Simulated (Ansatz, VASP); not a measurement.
**Two plane-wave programs on AlN**

```
Al N
1.0
     3.11300    0.00000    0.00000
    -1.55650    2.69594    0.00000
     0.00000    0.00000    4.98100
Al N
2 2
Cartesian
  1.5565 0.8986 2.4905
  0.0000 1.7973 0.0000
  1.5565 0.8986 4.3833
  0.0000 1.7973 1.8928
```

Alike in both runs: task relaxation of cell and atoms; functional PBE; dispersion D4; k mesh 10 × 10 × 6; occupations fermi-dirac, width 0.05 eV; no spin polarisation.

|  | VASP | Ansatz |
| --- | --- | --- |
| version | VASP 6.6.1 | Ansatz 0.2.0 |
| potentials or method | VASP PAW PBE potentials, release 64 (Al, N) | Ansatz PAW |
| plane-wave cutoff (eV) | 600 | 420 |
| valence electrons in the cell | 16 | 16 |

VASP gave:

```
relaxed volume (Å³/atom)                                     : 10.38
relaxed cell length with the largest relative difference (Å) : 3.104
```

Question: What did Ansatz give for the same quantities?

Answer: Relaxed volume (Å³/atom): 10.40; relaxed cell length with the largest relative difference (Å): 3.107.

Noted on Ansatz's run: the plane-wave basis is chosen anew once the cell has moved, so the energies of steps on either side of that aren't comparable.
